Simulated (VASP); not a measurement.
# Ge (Imma) in VASP: notebook, part 2 of 2

VASP 6.6.1. The steps go on from the part before.

## Step 3: Single point, PBE (strained cell)

The input, INCAR:

```
PREC = Accurate ; ENCUT = 500
EDIFF = 1E-6 ; ISMEAR = 0
SIGMA = 0.1 ; LREAL = F
LASPH = T ; NELM = 120
ALGO = Normal ; ISIF = 2
LWAVE = F ; LCHARG = F
GGA = PE ; NBANDS = 21
GGA_COMPAT = F
```

The input, KPOINTS:

```
Automatic mesh
0
Gamma
  10 10 10
```

The input, POSCAR:

```
Ge
1.0
    0.0150767913      2.8944874860      2.8712358860
    2.8944874860      0.0150767913      2.8712358860
    2.9095642772      2.9095642772     -0.0000000001
Ge
2
Direct
    0.0007077058      0.0007077058     -0.0007077058
    0.2492922942      0.2492922942      0.2507077058
```

Potentials or basis: VASP PAW PBE potentials, release 64 (Ge_d).

On the command line:

```bash
$ cat potpaw_PBE.64/Ge_d/POTCAR > POTCAR
$ mpirun -np 1 vasp_std > vasp.out
```

OUTCAR:

```text
PREC = Accurate
   ENCUT = 500
   EDIFF = 1E-6
   ISMEAR = 0
   LREAL = F
   LASPH = T
   NELM = 120
   ISIF = 2
   GGA = PE

 ion  position               nearest neighbor table
   1  0.001  0.001  0.999-   2 2.50   2 2.50   2 2.50   2 2.50
   2  0.249  0.249  0.251-   1 2.50   1 2.50   1 2.50   1 2.50

  LATTYP: Found a body centered orthorhombic cell.
 ALAT       =     4.0721016561
 B/A-ratio  =     1.0104721367
 C/A-ratio  =     1.4101985307

  Lattice vectors:

 A1 = (   2.8944874859,   0.0150767912,  -2.8712358861)
 A2 = (  -2.8944874860,  -0.0150767913,  -2.8712358860)
 A3 = (   0.0150767913,   2.8944874860,   2.8712358860)

Analysis of symmetry for initial positions (statically):
=====================================================================
 Subroutine PRICEL returns:
 Original cell was already a primitive cell.

 Routine SETGRP: Setting up the symmetry group for a
 body centered orthorhombic supercell.

 Subroutine GETGRP returns: Found  8 space group operations
 (whereof  4 operations were pure point group operations)
 out of a pool of  8 trial point group operations.

The static configuration has the point symmetry C_2v.
 The point group associated with its full space group is D_2h.

Analysis of symmetry for dynamics (positions and initial velocities):
=====================================================================
 Subroutine PRICEL returns:
 Original cell was already a primitive cell.

 Routine SETGRP: Setting up the symmetry group for a
 body centered orthorhombic supercell.

 Subroutine GETGRP returns: Found  8 space group operations
 (whereof  4 operations were pure point group operations)
 out of a pool of  8 trial point group operations.

The dynamic configuration has the point symmetry C_2v.
 The point group associated with its full space group is D_2h.

 Subroutine INISYM returns: Found  8 space group operations
[... 105 lines left out ...]
   POTIM  = 0.5000    time-step for ionic-motion
   TEBEG  =    0.0;   TEEND  =   0.0 temperature during run
   PSTRESS=    0.0 pullay stress
   NELECT =      28.0000    total number of electrons
   NUPDOWN=      -1.0000    fix difference up-down
   EMIN   =  10.00;   EMAX   =-10.00  energy-range for DOS
   EFERMI =   0.00;   METHOD = LEGACY
   ISMEAR =     0;   SIGMA  =   0.10  broadening in eV -4-tet -1-fermi 0-gaus
   EFERMI_NEDOS =   21; number of points for ismear=-14 and -15
   IALGO  =     38    algorithm
   IMIX   =      4    mixing-type and parameters
     AMIX     =   0.40;   BMIX     =  1.00
     AMIX_MAG =   1.60;   BMIX_MAG =  1.00
  volume/ion in A,a.u.               =      24.05       162.33
  Fermi-wavevector in a.u.,A,eV,Ry     =   1.366839  2.582951 25.419069  1.868249
  Thomas-Fermi vector in A             =   2.492944
   LORBIT       =      0    0 simple, 1 ext, 2 COOP (PROOUT), +10 PAW based schemes
   GGA     = PE    functional components
   LHFCALC =     F    Hartree Fock is set to
   AEXX    =    0.0000 exact exchange contribution
   IVDW    =     0    specifies the selected vdW correction
   LEPSILON=     F    determine dielectric tensor
   LRPA    =     F    only Hartree local field effects (RPA)
 non-spin polarized calculation
 Gauss-broadening in eV      SIGMA  =   0.10
  energy-cutoff  :      500.00
  volume of cell :       48.11
 maximum number of plane-waves:      1243
 NGX is ok and might be reduce to    30
   NGX = 15   NGY = 15   NGZ = 15

 number of electron      27.9999977 magnetization

 Free energy of the ion-electron system (eV)
  ---------------------------------------------------
  ext. energy  EPLUGINS =         0.00000000
  ---------------------------------------------------
  free energy    TOTEN  =        -9.03197681 eV

  energy without entropy =       -9.03146255  energy(sigma->0) =       -9.03171968

 E-fermi :   4.3698     XC(G=0):  -9.6402

 val. band max:        4.3597633841   @ k =   0.0000   0.0000   0.0000
 cond. band min:       4.3729288646   @ k =   0.5000   0.0000   0.0000
 fundamental gap:      0.0131654805
 Fermi energy:         4.3697989561

 k-point     1 :       0.0000    0.0000    0.0000
  band No.  band energies     occupation
      1     -20.3225      2.00000
      2     -20.3208      2.00000
      3     -20.3161      2.00000
      4     -20.2882      2.00000
      5     -20.2880      2.00000
      6     -20.1133      2.00000
[... 565 lines left out ...]
     20      15.7187      0.00000
     21      15.8689      0.00000

 [... further k-points ...]
[... 5 lines left out ...]
  --------------------------------------------------------------------------------------
  -------------------------------------------------------------------------------------
  Total       -0.1875902     -0.1875902     -0.0316412     -0.1548309      0.0000000      0.0000000
  in kB       -6.2472711     -6.2472711     -1.0537380     -5.1562960      0.0000000      0.0000000
  external PRESSURE =      -4.5160934 kB  Pullay stress =       0.0000000 kB

 VOLUME and BASIS-vectors are now :
 -----------------------------------------------------------------------------
  energy-cutoff  :      500.00
  volume of cell :       48.11
      direct lattice vectors                 reciprocal lattice vectors
     0.015076791  2.894487486  2.871235886    -0.173646643  0.173646643  0.174141039
     2.894487486  0.015076791  2.871235886     0.173646643 -0.173646643  0.174141039
     2.909564277  2.909564277 -0.000000000     0.171847037  0.171847037 -0.174141039

 POSITION                                       TOTAL-FORCE (eV/Angst)
 -----------------------------------------------------------------------------------
      2.90956      2.90956      0.00406        -0.000000     -0.000000     -0.001843
      1.45478      1.45478      1.43155         0.000000      0.000000      0.001843
 -----------------------------------------------------------------------------------
    total drift:                                0.000000      0.000000      0.000000

  FREE ENERGIE OF THE ION-ELECTRON SYSTEM (eV)
  ---------------------------------------------------
  free  energy   TOTEN  =        -9.0319768141 eV

  energy  without entropy=       -9.0314625466  energy(sigma->0) =       -9.03171968
```

stdout:

```text
POSCAR found type information on POSCAR Ge
 POSCAR found :  1 types and       2 ions
 scaLAPACK will be used
 LDA part: xc-table for (Slater+PW92), standard interpolation
 POSCAR, INCAR and KPOINTS ok, starting setup
 FFT: planning ... GRIDC
 FFT: planning ... GRID_SOFT
 FFT: planning ... GRID
 WAVECAR not read
 entering main loop
```

Run time: 3.5 min. Hardware: 1 thread of Intel Xeon 8259CL, shared host; peak memory 0.26 GiB.

Results:

```
Free energy            : -9.0320 eV
Pressure               : -0.5 GPa
Band gap on the k mesh : zero (bands 14 and 15 overlap by 0.07 eV)
```

Levels at points of the mesh, in eV from the Fermi level:
| k point | band 10 | band 11 | band 12 | band 13 | band 14 | band 15 | band 16 | band 17 | band 18 | band 19 |
| --- | --- | --- | --- | --- | --- | --- | --- | --- | --- | --- |
| (0.00, 0.00, 0.00) | -24.47 | -12.27 | -0.46 | -0.01 | 0.07 | 0.09 | 2.54 | 2.55 | 2.64 | 6.33 |
| (0.50, 0.00, 0.00) | -24.44 | -10.31 | -7.28 | -1.34 | -1.24 | 0.00 | 3.71 | 3.78 | 7.12 | 10.26 |
| (0.50, 0.50, 0.00) | -24.43 | -8.62 | -8.57 | -2.91 | -2.79 | 0.76 | 0.91 | 9.04 | 9.11 | 11.07 |
| (0.00, 0.00, 0.50) | -24.44 | -10.35 | -7.29 | -1.26 | -1.22 | 0.11 | 3.78 | 3.79 | 7.17 | 10.18 |
| (0.50, 0.00, 0.50) | -24.43 | -8.63 | -8.63 | -2.80 | -2.80 | 0.90 | 0.90 | 9.06 | 9.06 | 11.05 |

Caveat: the cell differs from its parent crystal (strained cell); semilocal functionals underestimate gaps, so a narrow gap can read as zero.

## Step 4: Single point, PBE

The input, INCAR:

```
SYSTEM = Ge
PREC = Accurate
ENCUT = 500
EDIFF = 1E-6
ISMEAR = 0
SIGMA = 0.01
LREAL = .False.
LASPH = .True.
NELM = 120
ALGO = Normal
ISIF = 2
LWAVE = .False.
LCHARG = .False.
GGA = PE
NBANDS = 21
GGA_COMPAT = .False.
```

The input, KPOINTS:

```
Automatic mesh
0
Gamma
  10 10 10
  0 0 0
```

POSCAR is that of step 3.

Potentials or basis: VASP PAW PBE potentials, release 64 (Ge_d).

On the command line:

```bash
$ cat potpaw_PBE.64/Ge_d/POTCAR > POTCAR
$ mpirun -np 1 vasp_std > vasp.out
```

OUTCAR:

```text
SYSTEM = Ge
   PREC = Accurate
   ENCUT = 500
   EDIFF = 1E-6
   ISMEAR = 0
   LREAL = .False.
   LASPH = .True.
   NELM = 120
   ISIF = 2
   GGA = PE

 ion  position               nearest neighbor table
   1  0.001  0.001  0.999-   2 2.50   2 2.50   2 2.50   2 2.50
   2  0.249  0.249  0.251-   1 2.50   1 2.50   1 2.50   1 2.50

  LATTYP: Found a body centered orthorhombic cell.
 ALAT       =     4.0721016561
 B/A-ratio  =     1.0104721367
 C/A-ratio  =     1.4101985307

  Lattice vectors:

 A1 = (   2.8944874859,   0.0150767912,  -2.8712358861)
 A2 = (  -2.8944874860,  -0.0150767913,  -2.8712358860)
 A3 = (   0.0150767913,   2.8944874860,   2.8712358860)

Analysis of symmetry for initial positions (statically):
=====================================================================
 Subroutine PRICEL returns:
 Original cell was already a primitive cell.

 Routine SETGRP: Setting up the symmetry group for a
 body centered orthorhombic supercell.

 Subroutine GETGRP returns: Found  8 space group operations
 (whereof  4 operations were pure point group operations)
 out of a pool of  8 trial point group operations.

The static configuration has the point symmetry C_2v.
 The point group associated with its full space group is D_2h.

Analysis of symmetry for dynamics (positions and initial velocities):
=====================================================================
 Subroutine PRICEL returns:
 Original cell was already a primitive cell.

 Routine SETGRP: Setting up the symmetry group for a
 body centered orthorhombic supercell.

 Subroutine GETGRP returns: Found  8 space group operations
 (whereof  4 operations were pure point group operations)
 out of a pool of  8 trial point group operations.

The dynamic configuration has the point symmetry C_2v.
 The point group associated with its full space group is D_2h.

 Subroutine INISYM returns: Found  8 space group operations
 (whereof  4 operations are pure point group operations),
 and found     1 'primitive' translations

----------------------------------------------------------------------------------------

                                     Primitive cell

  volume of cell :      48.1095

  direct lattice vectors                    reciprocal lattice vectors
     0.015076791  2.894487486  2.871235886    -0.173646643  0.173646643  0.174141039
     2.894487486  0.015076791  2.871235886     0.173646643 -0.173646643  0.174141039
     2.909564277  2.909564277 -0.000000000     0.171847037  0.171847037 -0.174141039

  length of vectors
     4.077043123  4.077043123  4.114745261     0.301050518  0.301050518  0.298978109

  position of ions in fractional coordinates (direct lattice)
     0.000707706  0.000707706  0.999292294
     0.249292294  0.249292294  0.250707706

  ion indices of the primitive-cell ions
   primitive index   ion index
                 1           1
                 2           2

----------------------------------------------------------------------------------------

 KPOINTS: Automatic mesh

Automatic generation of k-mesh.
 Grid dimensions read from file:
 generate k-points for:   10   10   10

 Generating k-lattice:

  Cartesian coordinates                     Fractional coordinates (reciprocal lattice)
    -0.017364664  0.017364664  0.017414104     0.100000000  0.000000000  0.000000000
     0.017364664 -0.017364664  0.017414104     0.000000000  0.100000000  0.000000000
     0.017184704  0.017184704 -0.017414104    -0.000000000 -0.000000000  0.100000000

  Length of vectors
     0.030105052  0.030105052  0.029897811

  Shift w.r.t. Gamma in fractional coordinates (k-lattice)
     0.000000000  0.000000000  0.000000000

 Subroutine IBZKPT returns following result:
 ===========================================

 Found    171 irreducible k-points:

 Following reciprocal coordinates:
            Coordinates               Weight
  0.000000  0.000000  0.000000      1.000000
  0.100000  0.000000  0.000000      4.000000
  0.200000  0.000000  0.000000      4.000000
  0.300000  0.000000  0.000000      4.000000
  0.400000  0.000000  0.000000      4.000000
  0.500000  0.000000  0.000000      2.000000
[... 16 lines left out ...]
  0.300000  0.300000  0.000000      2.000000
  0.400000  0.300000  0.000000      4.000000
 [... further k-points ...]
   k-points           NKPTS =    171   k-points in BZ     NKDIM =    171   number of bands    NBANDS=     21
   number of dos      NEDOS =    301   number of ions     NIONS =      2
   total plane-waves  NPLWV =  27000
   dimension x,y,z NGX =    30 NGY =   30 NGZ =   30
   dimension x,y,z NGXF=    60 NGYF=   60 NGZF=   60
   ions per type =               2
   NGX,Y,Z   is equivalent  to a cutoff of  12.23, 12.23, 12.12 a.u.
   NGXF,Y,Z  is equivalent  to a cutoff of  24.47, 24.47, 24.24 a.u.
 SYSTEM =  Ge
   PREC   = accura    normal or accurate (medium, high low for compatibility)
   ISTART =      0    job   : 0-new  1-cont  2-samecut
   ICHARG =      2    charge: 1-file 2-atom 10-const
   ISPIN  =      1    spin polarized calculation?
   LNONCOLLINEAR =      F non collinear calculations
   LSORBIT =      F    spin-orbit coupling
   LASPH  =      T    aspherical Exc in radial PAW
   ENCUT  =  500.0 eV  36.75 Ry    6.06 a.u.   7.43  7.43  7.50*2*pi/ulx,y,z
   NELM   =    120;   NELMIN=  2; NELMDL= -5     # of ELM steps
   EDIFF  = 0.1E-05   stopping-criterion for ELM
   LREAL  =      F    real-space projection
   EDIFFG = 0.1E-04   stopping-criterion for IOM
   NSW    =      0    number of steps for IOM
   IBRION =     -1    ionic relax: 0-MD 1-quasi-New 2-CG
   NFREE  =      0    steps in history (QN), initial steepest desc. (CG)
   ISIF   =      2    stress and relaxation
   ISYM   =      2    0-nonsym 1-usesym 2-fastsym
   POTIM  = 0.5000    time-step for ionic-motion
   TEBEG  =    0.0;   TEEND  =   0.0 temperature during run
   PSTRESS=    0.0 pullay stress
   NELECT =      28.0000    total number of electrons
   NUPDOWN=      -1.0000    fix difference up-down
   EMIN   =  10.00;   EMAX   =-10.00  energy-range for DOS
   EFERMI =   0.00;   METHOD = LEGACY
   ISMEAR =     0;   SIGMA  =   0.01  broadening in eV -4-tet -1-fermi 0-gaus
   EFERMI_NEDOS =   21; number of points for ismear=-14 and -15
   IALGO  =     38    algorithm
   IMIX   =      4    mixing-type and parameters
     AMIX     =   0.40;   BMIX     =  1.00
     AMIX_MAG =   1.60;   BMIX_MAG =  1.00
  volume/ion in A,a.u.               =      24.05       162.33
  Fermi-wavevector in a.u.,A,eV,Ry     =   1.366839  2.582951 25.419069  1.868249
  Thomas-Fermi vector in A             =   2.492944
   LORBIT       =      0    0 simple, 1 ext, 2 COOP (PROOUT), +10 PAW based schemes
   GGA     = PE    functional components
   LHFCALC =     F    Hartree Fock is set to
   AEXX    =    0.0000 exact exchange contribution
   IVDW    =     0    specifies the selected vdW correction
   LEPSILON=     F    determine dielectric tensor
   LRPA    =     F    only Hartree local field effects (RPA)
 non-spin polarized calculation
 Gauss-broadening in eV      SIGMA  =   0.01
  energy-cutoff  :      500.00
  volume of cell :       48.11
 maximum number of plane-waves:      1243
 NGX is ok and might be reduce to    30
   NGX = 15   NGY = 15   NGZ = 15

 number of electron      27.9999977 magnetization

 Free energy of the ion-electron system (eV)
  ---------------------------------------------------
  ext. energy  EPLUGINS =         0.00000000
  ---------------------------------------------------
  free energy    TOTEN  =        -9.03174912 eV

  energy without entropy =       -9.03173684  energy(sigma->0) =       -9.03174298

 E-fermi :   4.3735     XC(G=0):  -9.6400

 val. band max:        4.3732096051   @ k =   0.5000   0.0000   0.0000
 cond. band min:       4.4405848460   @ k =   0.0000   0.0000   0.0000
 fundamental gap:      0.0673752409
 Fermi energy:         4.3734886944

 k-point     1 :       0.0000    0.0000    0.0000
  band No.  band energies     occupation
      1     -20.3223      2.00000
      2     -20.3204      2.00000
      3     -20.3156      2.00000
      4     -20.2878      2.00000
      5     -20.2877      2.00000
      6     -20.1129      2.00000
[... 13 lines left out ...]
     20      13.6660      0.00000
     21      13.8159      0.00000
[... 529 lines left out ...]
 k-point    24 :       0.4000    0.3000    0.0000
  band No.  band energies     occupation
      1     -20.3493      2.00000
      2     -20.3404      2.00000
      3     -20.3036      2.00000
      4     -20.2344      2.00000
      5     -20.2146      2.00000
      6     -20.1990      2.00000
[... 13 lines left out ...]
     20      15.7190      0.00000
     21      15.8691      0.00000

 [... further k-points ...]
[... 5 lines left out ...]
  --------------------------------------------------------------------------------------
  -------------------------------------------------------------------------------------
  Total       -0.1991075     -0.1991075     -0.0449578     -0.1560464      0.0000000      0.0000000
  in kB       -6.6308274     -6.6308274     -1.4972184     -5.1967748      0.0000000      0.0000000
  external PRESSURE =      -4.9196244 kB  Pullay stress =       0.0000000 kB

 VOLUME and BASIS-vectors are now :
 -----------------------------------------------------------------------------
  energy-cutoff  :      500.00
  volume of cell :       48.11
      direct lattice vectors                 reciprocal lattice vectors
     0.015076791  2.894487486  2.871235886    -0.173646643  0.173646643  0.174141039
     2.894487486  0.015076791  2.871235886     0.173646643 -0.173646643  0.174141039
     2.909564277  2.909564277 -0.000000000     0.171847037  0.171847037 -0.174141039

 POSITION                                       TOTAL-FORCE (eV/Angst)
 -----------------------------------------------------------------------------------
      2.90956      2.90956      0.00406         0.000000      0.000000      0.001465
      1.45478      1.45478      1.43155        -0.000000     -0.000000     -0.001465
 -----------------------------------------------------------------------------------
    total drift:                                0.000000      0.000000      0.000000

  FREE ENERGIE OF THE ION-ELECTRON SYSTEM (eV)
  ---------------------------------------------------
  free  energy   TOTEN  =        -9.0317491172 eV

  energy  without entropy=       -9.0317368407  energy(sigma->0) =       -9.03174298
```

Run time: 3.2 min. Hardware: 1 thread of Intel Xeon 8259CL, shared host; peak memory 0.26 GiB.

What came out:

| Quantity | Value |
| --- | --- |
| Free energy | -9.0317 eV |
| Pressure | -0.5 GPa |
| Band gap on the k mesh | zero (bands 14 and 15 overlap by 0.07 eV) |

Stress tensor (GPa, compression positive):
```
-0.66 -0.52  0.00
-0.52 -0.66  0.00
 0.00  0.00 -0.15
```

Caveat: semilocal functionals underestimate gaps, so a narrow gap can read as zero.

## Step 5: Single point, PBE

The input, INCAR:

```
PREC = Accurate ; ENCUT = 500
EDIFF = 1E-6 ; ISMEAR = 0
SIGMA = 0.01 ; LREAL = F
LASPH = T ; NELM = 120
ALGO = Normal ; ISIF = 2
LWAVE = F ; LCHARG = F
GGA = PE ; NBANDS = 21
GGA_COMPAT = F
```

The input, KPOINTS:

```
regular mesh
0
Gamma
  10 10 10
```

POSCAR is that of step 4.

On the command line:

```bash
$ cat potpaw_PBE.64/Ge_d/POTCAR > POTCAR
$ mpirun -np 1 vasp_std > vasp.out
```

It took 3.3 min on 1 thread of Intel Xeon 8259CL, shared host; peak memory 0.26 GiB.

Results (log left out):

- Free energy: -9.0317 eV
- Pressure: -0.5 GPa
- Band gap on the k mesh: zero (bands 14 and 15 overlap by 0.07 eV)

Stress tensor (GPa, compression positive):
```
-0.66 -0.52  0.00
-0.52 -0.66  0.00
 0.00  0.00 -0.15
```

Levels at points of the mesh, in eV from the Fermi level:
```csv
k point,band 11,band 12,band 13,band 14,band 15,band 16,band 17,band 18
"(0.00, 0.00, 0.00)",-12.28,-0.47,-0.01,0.07,0.08,2.54,2.55,2.63
"(0.50, 0.00, 0.00)",-10.31,-7.28,-1.34,-1.25,0.00,3.70,3.78,7.11
"(0.50, 0.50, 0.00)",-8.62,-8.57,-2.91,-2.80,0.75,0.91,9.04,9.11
"(0.00, 0.00, 0.50)",-10.36,-7.29,-1.26,-1.22,0.10,3.77,3.79,7.17
"(0.50, 0.00, 0.50)",-8.63,-8.63,-2.80,-2.80,0.89,0.89,9.05,9.05
```

Caveat: semilocal functionals underestimate gaps, so a narrow gap can read as zero.
